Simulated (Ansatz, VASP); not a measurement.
HfN, level by level in two programs

```
CELL_PARAMETERS angstrom
2.80607 0.00000 0.00000
0.00000 2.80607 0.00000
0.00000 0.00000 2.80607
ATOMIC_POSITIONS crystal
Hf 0.50000 0.50000 0.50000
N 0.00000 0.00000 0.00000
```

Single points on this cell with VASP 6.6.1 and Ansatz 0.2.0. Each row is one pair of runs. Alike in all rows: spin: off; smearing: fermi-dirac, width 0.05 eV; Ansatz's potentials, cutoff: Ansatz PAW, 420 eV.

```tsv
level	k mesh	VASP's potentials, cutoff	gap on the k mesh at the Fermi level (eV), VASP	gap on the k mesh at the Fermi level (eV), Ansatz	pressure (GPa), VASP	pressure (GPa), Ansatz
LDA	9 × 9 × 9	VASP PAW LDA potentials, release 64 (Hf_pv, N), 520 eV	none	none	-12.3	-10.5
BLYP	9 × 9 × 9	VASP PAW PBE potentials, release 64 (Hf_pv, N), 520 eV	none	none	12.2	14.2
PBE0	5 × 5 × 5	VASP PAW PBE potentials, release 64 (Hf_pv, N), 520 eV	none	none	-6.5	-1.8
```

Pressure (GPa): the two programs differ by at most 4.73.

VASP's potentials hold 15 valence electrons a cell and Ansatz's 31, so a difference there can come from the potentials and not from the codes.

A gap of «none» marks a metal or a gap that the smearing closes.

The k mesh is coarse in some rows, so the values compare programs but aren't converged. Spin-orbit coupling is off throughout.
